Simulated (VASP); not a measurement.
A run of VASP 6.6.1:

Contents of POSCAR:

```
N
1.0
    3.5792591437      0.0000000000      0.0000000000
   -1.7896295718      3.0997293451      0.0000000000
    0.0000000000      0.0000000000      7.6409876717
N
4
Direct
    0.3333333333      0.6666666667      0.3215760822
    0.3333333333      0.6666666667      0.1784239178
    0.6666666667      0.3333333333      0.8215760822
    0.6666666667      0.3333333333      0.6784239178
```

Contents of INCAR.step1:

```
  ALGO = Normal
  EDIFF = 1E-8
  ENCUT = 500
  GGA = PE
  ISMEAR = 0
  LASPH = True
  LCHARG = False
  LREAL = False
  LWAVE = True
  NELM = 100
  PREC = Accurate
  SIGMA = 0.01
```

Contents of INCAR.step2:

```
  ALGO = Exact
  EDIFF = 1E-8
  ENCUT = 500
  GGA = PE
  ISMEAR = 0
  ISTART = 1
  LASPH = True
  LCHARG = False
  LOPTICS = True
  LREAL = False
  LWAVE = True
  NBANDS = 263
  NELM = 1
  PREC = Accurate
  SIGMA = 0.01
```

The input INCAR.step3:

```
  ALGO = EVGW0
  EDIFF = 1E-8
  ENCUT = 500
  ENCUTGW = 120.0
  GGA = PE
  ISMEAR = 0
  ISTART = 1
  LASPH = True
  LCHARG = False
  LREAL = False
  LWAVE = False
  NBANDS = 263
  NBANDSGW = 18
  NELMGW = 1
  NOMEGA = 48
  PREC = Accurate
  PRECFOCK = Fast
  SIGMA = 0.01
```

File KPOINTS:

```
k-points
0
Gamma
  6 6 2
```

Potentials or basis: VASP PAW PBE potentials, release 64 (N_GW).

Run with:

```console
$ cat potpaw_PBE.64/N_GW/POTCAR > POTCAR
$ cp INCAR.step1 INCAR
$ mpirun -np 1 vasp_std > vasp.out
$ cp INCAR.step2 INCAR
$ mpirun -np 1 vasp_std > vasp.out
$ cp INCAR.step3 INCAR
$ mpirun -np 1 vasp_std > vasp.out
```

Hardware: 1 thread of Intel(R) Xeon(R) Platinum 8488C (Sapphire Rapids) (shared host).

Question: How long does it take, and how much memory?

Answer: It took 16 min on 1 thread of Intel(R) Xeon(R) Platinum 8488C (Sapphire Rapids) (shared host), peak memory 1.6 GiB. Counts: k points 14.
